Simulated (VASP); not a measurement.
HfN (rock salt type), 2 atoms in the cell. It takes space group R3m (No. 160, trigonal). Conventional cell: a = 3.203 Å, b = 3.203 Å, c = 7.846 Å, α = 90.00°, β = 90.00°, γ = 120.00°. Within 3.0 Å of Hf (site symmetry 3m) lie 6 N at 2.23 to 2.30 Å. N (site symmetry 3m) has 6 Hf at 2.23 to 2.30 Å within 3.0 Å. 

```yaml
Program: VASP 6.6.1
Task: single point
Functional: HSE06
Potentials_or_basis: VASP PAW PBE potentials, release 64 (Hf_pv, N)
Cutoff: 520 eV
k_mesh: 4 × 4 × 4
Occupations: fermi-dirac, width 0.1 eV
Spin: no spin polarisation
Dipole_correction: no
Grid_for_exact_exchange_PRECFOCK: Normal
Further_INCAR_settings: ALGO = Normal; EDIFF = 1e-07; NBANDS = 14
Screening_parameter: 0.2079 1/Å
```

Potentials or basis: VASP PAW PBE potentials, release 64 (Hf_pv, N).

The run is started by

```console
$ cat potpaw_PBE.64/Hf_pv/POTCAR potpaw_PBE.64/N/POTCAR > POTCAR
$ cp INCAR.step1 INCAR
$ mpirun -np 1 vasp_std > vasp.out
$ cp INCAR.step2 INCAR
$ mpirun -np 1 vasp_std > vasp.out
```

Hardware: 1 thread of AMD EPYC 9R14 (Zen 4) (shared host).

Question: How long does it take, and how much memory?

Answer: Run time: 4.1 min on 1 thread of AMD EPYC 9R14 (Zen 4), with other jobs on the host, peak memory 0.22 GiB. Counts: k points 13.
